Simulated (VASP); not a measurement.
Crystal: CsP4.

```
CELL_PARAMETERS angstrom
3.77696 0.00000 0.00000
0.00000 3.77696 0.00000
0.00000 0.00000 7.96702
ATOMIC_POSITIONS crystal
Cs 0.00000 0.00000 0.00000
P 0.50000 0.00000 0.36216
P 0.00000 0.50000 0.63784
P 0.50000 0.00000 0.63784
P 0.00000 0.50000 0.36216
```

* Program: VASP 6.6.1
* Task: relaxation of cell and atoms
* Functional: PBE
* Potentials or basis: VASP PAW PBE potentials, release 64 (Cs_sv, P)
* Cutoff: 600 eV
* k mesh: 10 × 10 × 6
* Occupations: gaussian, width 0.1 eV
* Spin: no spin polarisation

At the start: pressure -0.4 GPa; volume 22.73 Å³/atom.

How do energy, volume and symmetry change on relaxing?

Over 6 steps the energy falls by 3.0 meV/atom and the volume is 22.79 Å³/atom (+0.2 %); space group P4/mmm (No. 123, to 0.05 Å).

Step by step:
```
step  energy change (eV)  largest force (eV/Å)  pressure (GPa)  volume (Å³)
   1              0.0000                0.4279           -0.44       113.65
   2              0.0220                0.6402            1.76       112.60
   3             -0.0146                0.0152            0.26       113.27
   4             -0.0146                0.0048            0.27       113.26
   5             -0.0152                0.0085            0.06       113.80
   6             -0.0152                0.0096            0.00       113.94
```

Final structure:
```cif
data_structure
_symmetry_space_group_name_H-M 'P 1'
_symmetry_Int_Tables_number 1
_cell_length_a 3.7930
_cell_length_b 3.7930
_cell_length_c 7.9193
_cell_angle_alpha 90.000
_cell_angle_beta 90.000
_cell_angle_gamma 90.000
_cell_volume 113.94
loop_
_atom_site_label
_atom_site_type_symbol
_atom_site_fract_x
_atom_site_fract_y
_atom_site_fract_z
_atom_site_occupancy
Cs1 Cs 0.00000 0.00000 0.00000 1
P1 P 0.50000 0.00000 0.36319 1
P2 P 0.00000 0.50000 0.63681 1
P3 P 0.50000 0.00000 0.63681 1
P4 P 0.00000 0.50000 0.36319 1
```
